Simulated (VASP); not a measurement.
# BN (I-4m2) in VASP: further runs

Aim: see how the results for BN move with the level of theory and the settings. Levels: r2SCAN, HSE06. Tasks: single point.

Program: VASP 6.6.1. These are calculated values, not measurements. Logs are shortened: lines on timing, memory, paths and dates and some standing lists are left out, and cuts for length are marked.

## (1) The cell of the first run

It takes space group I-4m2 (No. 119, tetragonal). The conventional cell has a = 2.655 Å, b = 2.655 Å, c = 3.547 Å, α = 90.00°, β = 90.00°, γ = 90.00°. Within 2.1 Å of B (site symmetry -4m2) lie 4 N at 1.60 Å. N (site symmetry -4m2) has 4 B at 1.60 Å within 2.1 Å.

## (2) Single point, r2SCAN (epitaxial xy strain +4.0%)

POSCAR reads:

```
BN
1.0
    0.0000000000      1.8770184836      1.7733753805
    1.8770184836      0.0000000000      1.7733753805
    1.8770184836      1.8770184836      0.0000000000
B N
1 1
Direct
    0.0000000000      0.0000000000      0.0000000000
    0.2500000000      0.2500000000      0.2500000000
```

INCAR.step1 reads:

```
  PREC = Accurate
  ENCUT = 520
  ISMEAR = 0
  SIGMA = 0.01
  LREAL = False
  LASPH = True
  NELM = 100
  NBANDS = 11
  GGA = PE
  ALGO = Normal
  EDIFF = 1E-4
  LWAVE = True
  LCHARG = False
```

INCAR.step2 reads:

```
  PREC = Accurate
  ENCUT = 520
  EDIFF = 1E-7
  ISMEAR = 0
  SIGMA = 0.01
  LREAL = False
  LASPH = True
  NELM = 100
  ALGO = Normal
  ISIF = 2
  LWAVE = False
  LCHARG = False
  METAGGA = R2SCAN
  LMIXTAU = True
  NBANDS = 11
  ISTART = 1
```

KPOINTS reads:

```
Automatic mesh
0
Gamma
  12 12 12
```

Potentials or basis: VASP PAW PBE potentials, release 64 (B, N).

Started as:

```console
$ cat potpaw_PBE.64/B/POTCAR potpaw_PBE.64/N/POTCAR > POTCAR
$ cp INCAR.step1 INCAR
$ mpirun -np 1 vasp_std > vasp.out
$ cp INCAR.step2 INCAR
$ mpirun -np 1 vasp_std > vasp.out
```

OUTCAR:

```text
PREC = Accurate
   ENCUT = 520
   EDIFF = 1E-7
   ISMEAR = 0
   LREAL = False
   LASPH = True
   NELM = 100
   ISIF = 2
   METAGGA = R2SCAN
   ISTART = 1

 ion  position               nearest neighbor table
   1  0.000  0.000  0.000-   2 1.60   2 1.60   2 1.60   2 1.60
   2  0.250  0.250  0.250-   1 1.60   1 1.60   1 1.60   1 1.60

  LATTYP: Found a body centered tetragonal cell.
 ALAT       =     2.6545049963
 C/A-ratio  =     1.3361251028

  Lattice vectors:

 A1 = (   0.0000000000,  -1.8770184836,  -1.7733753805)
 A2 = (   0.0000000000,   1.8770184836,  -1.7733753805)
 A3 = (   1.8770184836,   0.0000000000,   1.7733753805)

Analysis of symmetry for initial positions (statically):
=====================================================================
 Subroutine PRICEL returns:
 Original cell was already a primitive cell.

 Routine SETGRP: Setting up the symmetry group for a
 body centered tetragonal supercell.

 Subroutine GETGRP returns: Found  8 space group operations
 (whereof  8 operations were pure point group operations)
 out of a pool of 16 trial point group operations.

The static configuration has the point symmetry D_2d.

Analysis of symmetry for dynamics (positions and initial velocities):
=====================================================================
 Subroutine PRICEL returns:
 Original cell was already a primitive cell.

 Routine SETGRP: Setting up the symmetry group for a
 body centered tetragonal supercell.

 Subroutine GETGRP returns: Found  8 space group operations
 (whereof  8 operations were pure point group operations)
 out of a pool of 16 trial point group operations.

The dynamic configuration has the point symmetry D_2d.

 Subroutine INISYM returns: Found  8 space group operations
 (whereof  8 operations are pure point group operations),
 and found     1 'primitive' translations

----------------------------------------------------------------------------------------

                                     Primitive cell

  volume of cell :      12.4959

  direct lattice vectors                    reciprocal lattice vectors
     0.000000000  1.877018484  1.773375381    -0.266379902  0.266379902  0.281948202
     1.877018484  0.000000000  1.773375381     0.266379902 -0.266379902  0.281948202
     1.877018484  1.877018484  0.000000000     0.266379902  0.266379902 -0.281948202

  length of vectors
     2.582258436  2.582258436  2.654504996     0.470543615  0.470543615  0.470543615

  position of ions in fractional coordinates (direct lattice)
     0.000000000  0.000000000  0.000000000
     0.250000000  0.250000000  0.250000000

  ion indices of the primitive-cell ions
   primitive index   ion index
                 1           1
                 2           2

----------------------------------------------------------------------------------------

 KPOINTS: Automatic mesh

Automatic generation of k-mesh.
 Grid dimensions read from file:
 generate k-points for:   12   12   12

 Generating k-lattice:

  Cartesian coordinates                     Fractional coordinates (reciprocal lattice)
    -0.022198325  0.022198325  0.023495683     0.083333333  0.000000000  0.000000000
     0.022198325 -0.022198325  0.023495683     0.000000000  0.083333333  0.000000000
     0.022198325  0.022198325 -0.023495683    -0.000000000 -0.000000000  0.083333333

  Length of vectors
     0.039211968  0.039211968  0.039211968

  Shift w.r.t. Gamma in fractional coordinates (k-lattice)
     0.000000000  0.000000000  0.000000000

 Subroutine IBZKPT returns following result:
 ===========================================

 Found    163 irreducible k-points:

 Following reciprocal coordinates:
            Coordinates               Weight
  0.000000  0.000000  0.000000      1.000000
  0.083333 -0.000000  0.000000      8.000000
  0.166667 -0.000000  0.000000      8.000000
  0.250000  0.000000  0.000000      8.000000
  0.333333 -0.000000  0.000000      8.000000
  0.416667 -0.000000  0.000000      8.000000
[... 16 lines left out ...]
  0.500000  0.166667  0.000000      8.000000
 -0.416667  0.166667  0.000000      8.000000
 [... further k-points ...]
   k-points           NKPTS =    163   k-points in BZ     NKDIM =    163   number of bands    NBANDS=     11
   number of dos      NEDOS =    301   number of ions     NIONS =      2
   total plane-waves  NPLWV =   8000
   dimension x,y,z NGX =    20 NGY =   20 NGZ =   20
   dimension x,y,z NGXF=    40 NGYF=   40 NGZF=   40
   ions per type =               1   1
   NGX,Y,Z   is equivalent  to a cutoff of  12.88, 12.88, 12.53 a.u.
   NGXF,Y,Z  is equivalent  to a cutoff of  25.75, 25.75, 25.05 a.u.
 SYSTEM =  unknown system
   PREC   = accura    normal or accurate (medium, high low for compatibility)
   ISTART =      1    job   : 0-new  1-cont  2-samecut
   ICHARG =      0    charge: 1-file 2-atom 10-const
   ISPIN  =      1    spin polarized calculation?
   LNONCOLLINEAR =      F non collinear calculations
   LSORBIT =      F    spin-orbit coupling
   LASPH  =      T    aspherical Exc in radial PAW
   ENCUT  =  520.0 eV  38.22 Ry    6.18 a.u.   4.80  4.80  4.94*2*pi/ulx,y,z
   NELM   =    100;   NELMIN=  2; NELMDL=  0     # of ELM steps
   EDIFF  = 0.1E-06   stopping-criterion for ELM
   LREAL  =      F    real-space projection
   EDIFFG = 0.1E-05   stopping-criterion for IOM
   NSW    =      0    number of steps for IOM
   IBRION =     -1    ionic relax: 0-MD 1-quasi-New 2-CG
   NFREE  =      0    steps in history (QN), initial steepest desc. (CG)
   ISIF   =      2    stress and relaxation
   ISYM   =      2    0-nonsym 1-usesym 2-fastsym
   POTIM  = 0.5000    time-step for ionic-motion
   TEBEG  =    0.0;   TEEND  =   0.0 temperature during run
   PSTRESS=    0.0 pullay stress
   NELECT =       8.0000    total number of electrons
   NUPDOWN=      -1.0000    fix difference up-down
   EMIN   =  10.00;   EMAX   =-10.00  energy-range for DOS
   EFERMI =   0.00;   METHOD = LEGACY
   ISMEAR =     0;   SIGMA  =   0.01  broadening in eV -4-tet -1-fermi 0-gaus
   EFERMI_NEDOS =   21; number of points for ismear=-14 and -15
   IALGO  =     38    algorithm
   IMIX   =      4    mixing-type and parameters
     AMIX     =   0.40;   BMIX     =  1.00
     AMIX_MAG =   1.60;   BMIX_MAG =  1.00
  volume/ion in A,a.u.               =       6.25        42.16
  Fermi-wavevector in a.u.,A,eV,Ry     =   1.410963  2.666333 27.086697  1.990816
  Thomas-Fermi vector in A             =   2.532863
   LORBIT       =      0    0 simple, 1 ext, 2 COOP (PROOUT), +10 PAW based schemes
   METAGGA = R2SCAN    functional components
   LHFCALC =     F    Hartree Fock is set to
   AEXX    =    0.0000 exact exchange contribution
   IVDW    =     0    specifies the selected vdW correction
   LEPSILON=     F    determine dielectric tensor
   LRPA    =     F    only Hartree local field effects (RPA)
 non-spin polarized calculation
 Gauss-broadening in eV      SIGMA  =   0.01
  energy-cutoff  :      520.00
  volume of cell :       12.50
 maximum number of plane-waves:       346
   NGX =  9   NGY =  9   NGZ =  9

 number of electron       8.0000002 magnetization

 Free energy of the ion-electron system (eV)
  ---------------------------------------------------
  ext. energy  EPLUGINS =         0.00000000
  ---------------------------------------------------
  free energy    TOTEN  =       -19.07821640 eV

  energy without entropy =      -19.07821640  energy(sigma->0) =      -19.07821640

 E-fermi :   7.0326     XC(G=0): -13.3525

 val. band max:        6.9045005330   @ k =   0.0000   0.0000   0.0000
 cond. band min:      10.8803629927   @ k =   0.5000   0.5000   0.0000
 fundamental gap:      3.9758624597
 Fermi energy:         7.0325865107

 k-point     1 :       0.0000    0.0000    0.0000
  band No.  band energies     occupation
      1     -14.0785      2.00000
      2       6.4041      2.00000
      3       6.4041      2.00000
      4       6.9045      2.00000
      5      15.5857      0.00000
      6      15.9811      0.00000
      7      15.9811      0.00000
      8      16.6577      0.00000
      9      31.6294      0.00000
     10      33.2139      0.00000
     11      34.7361      0.00000

 k-point     2 :       0.0833   -0.0000    0.0000
  band No.  band energies     occupation
      1     -13.9111      2.00000
      2       5.6089      2.00000
      3       6.2080      2.00000
      4       6.6316      2.00000
      5      15.6977      0.00000
      6      16.2267      0.00000
      7      16.2381      0.00000
      8      17.3430      0.00000
      9      31.5026      0.00000
     10      31.5749      0.00000
     11      32.9626      0.00000

 k-point     3 :       0.1667   -0.0000    0.0000
  band No.  band energies     occupation
      1     -13.4166      2.00000
      2       3.5406      2.00000
      3       5.7272      2.00000
      4       6.2208      2.00000
      5      15.8723      0.00000
      6      16.8093      0.00000
      7      16.8500      0.00000
      8      18.8562      0.00000
      9      30.3252      0.00000
     10      30.7625      0.00000
     11      31.9548      0.00000

 k-point     4 :       0.2500    0.0000    0.0000
  band No.  band energies     occupation
      1     -12.6225      2.00000
      2       1.0846      2.00000
      3       5.1659      2.00000
      4       5.7775      2.00000
      5      16.0037      0.00000
      6      17.2930      0.00000
      7      17.5891      0.00000
      8      20.3703      0.00000
      9      30.1429      0.00000
     10      30.2602      0.00000
     11      31.5855      0.00000
[... 239 lines left out ...]
 k-point    22 :       0.4167    0.1667    0.0000
  band No.  band energies     occupation
      1     -10.6005      2.00000
      2      -1.7162      2.00000
      3       3.2704      2.00000
      4       3.8569      2.00000
      5      14.8968      0.00000
      6      19.4416      0.00000
      7      19.6878      0.00000
      8      20.3251      0.00000
      9      27.8933      0.00000
     10      33.6231      0.00000
     11      35.4009      0.00000

 k-point    23 :       0.5000    0.1667    0.0000
  band No.  band energies     occupation
      1      -9.7506      2.00000
      2      -3.1310      2.00000
      3       3.3066      2.00000
      4       3.3342      2.00000
      5      15.1756      0.00000
      6      19.4267      0.00000
      7      19.4854      0.00000
      8      21.6081      0.00000
      9      27.9951      0.00000
     10      33.6091      0.00000
     11      34.7087      0.00000

 k-point    24 :      -0.4167    0.1667    0.0000
  band No.  band energies     occupation
      1      -9.6931      2.00000
      2      -3.2328      2.00000
      3       2.9387      2.00000
      4       3.6002      2.00000
      5      15.5401      0.00000
      6      19.0802      0.00000
      7      19.3339      0.00000
      8      22.6285      0.00000
      9      27.8331      0.00000
     10      32.3979      0.00000
     11      33.6191      0.00000

 [... further k-points ...]
[... 5 lines left out ...]
  --------------------------------------------------------------------------------------
  -------------------------------------------------------------------------------------
  Total       -2.4231229     -2.4231229      0.0627420      0.0000000      0.0000000     -0.0000000
  in kB     -310.6835485   -310.6835485      8.0445411      0.0000000      0.0000000     -0.0000000
  external PRESSURE =    -204.4408520 kB  Pullay stress =       0.0000000 kB

 VOLUME and BASIS-vectors are now :
 -----------------------------------------------------------------------------
  energy-cutoff  :      520.00
  volume of cell :       12.50
      direct lattice vectors                 reciprocal lattice vectors
     0.000000000  1.877018484  1.773375381    -0.266379902  0.266379902  0.281948202
     1.877018484  0.000000000  1.773375381     0.266379902 -0.266379902  0.281948202
     1.877018484  1.877018484  0.000000000     0.266379902  0.266379902 -0.281948202

 POSITION                                       TOTAL-FORCE (eV/Angst)
 -----------------------------------------------------------------------------------
      0.00000      0.00000      0.00000         0.000000      0.000000     -0.000000
      0.93851      0.93851      0.88669        -0.000000     -0.000000      0.000000
 -----------------------------------------------------------------------------------
    total drift:                                0.000001      0.000001     -0.000002

  FREE ENERGIE OF THE ION-ELECTRON SYSTEM (eV)
  ---------------------------------------------------
  free  energy   TOTEN  =       -19.0782163998 eV

  energy  without entropy=      -19.0782163998  energy(sigma->0) =      -19.07821640
```

Run time: 63 s. Hardware: 1 thread of Intel Xeon Platinum 8488C (Sapphire Rapids), shared host; peak memory 0.13 GiB.

What came out:

```yaml
Free_energy: -19.0782 eV
Pressure: -20.4 GPa
Band_gap_on_the_k_mesh: 3.98 eV (least direct gap 8.68 eV)
```

Caveat: the cell differs from its parent crystal (epitaxial xy strain +4.0%); the cell stands under tension; the PAW data sets were made with another functional, which shifts forces and pressure a little.

[end of part 1 of 2]
